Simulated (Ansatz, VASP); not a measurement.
**AlRu in VASP and in Ansatz**

INCAR

```
PREC = Accurate
ENCUT = 520
EDIFF = 1E-6
ISMEAR = -1
SIGMA = 0.05
LREAL = F
LASPH = T
NELM = 80
ALGO = Normal
ISIF = 2
LWAVE = F
LCHARG = F
GGA = CA
NBANDS = 34
```

File KPOINTS:

```
regular mesh
0
Gamma
  12 9 1
```

POSCAR

```
AlRu
1.0
    2.9535694198      0.0000000000      0.0000000000
    0.0000000000      4.1769779308      0.0000000000
    0.0000000000      0.0000000000     20.1770000000
Ru Al
3 3
Direct
    0.7500000000      0.2500000000      0.3984869148
    0.7500000000      0.7500000000      0.5000000049
    0.7500000000      0.2500000000      0.6015130796
    0.2500000000      0.7500000000      0.3969466743
    0.2500000000      0.2500000000      0.4999999843
    0.2500000000      0.7500000000      0.6030533421
```

Input for Ansatz:

```yaml
crystal:
  lattice:
    - [2.9535694198, 0.0, 0.0]
    - [0.0, 4.1769779308, 0.0]
    - [0.0, 0.0, 20.177]
  atoms:
    - { symbol: Ru, position: [0.75, 0.25, 0.3984869148] }
    - { symbol: Al, position: [0.25, 0.75, 0.3969466743] }
    - { symbol: Ru, position: [0.75, 0.75, 0.5000000049] }
    - { symbol: Al, position: [0.25, 0.25, 0.4999999843] }
    - { symbol: Ru, position: [0.75, 0.25, 0.6015130796] }
    - { symbol: Al, position: [0.25, 0.75, 0.6030533421] }
kpoints:
  mp_grid: { grid: [12, 9, 1] }
scf:
  occupations: { method: fermi_dirac, width: 0.05 }
hamiltonian:
  xc: lda
  pseudopotentials: { kind: paw }
output:
  forces: true
  stress: true
  eigenvalues: true
  core_levels:
    shells: { Ru: ["3d"] }
    counted_from: fermi_level
    add_spin: false
```

Alike in both runs: task single point; functional LDA; k mesh 12 × 9 × 1; occupations fermi-dirac, width 0.05 eV; no spin polarisation.

|  | VASP | Ansatz |
| --- | --- | --- |
| version | VASP 6.6.1 | Ansatz 0.2.0 |
| potentials or method | VASP PAW LDA potentials, release 64 (Ru_pv, Al) | PAW with Ansatz's default frozen-core files, scalar-relativistic |
| plane-wave cutoff (eV) | 520 | 420 |
| valence electrons in the cell | 51 | 57 |

|  | VASP | Ansatz | Ansatz less VASP |
| --- | --- | --- | --- |
| rms of the force components (eV/Å) | 0.016 | 0.002 | -0.0138 |

LDA's correlation is that of Perdew and Zunger in VASP and of Perdew and Wang (1992) in Ansatz. VASP's potentials hold 51 valence electrons a cell and Ansatz's 57, so a difference there can come from the potentials and not from the codes.
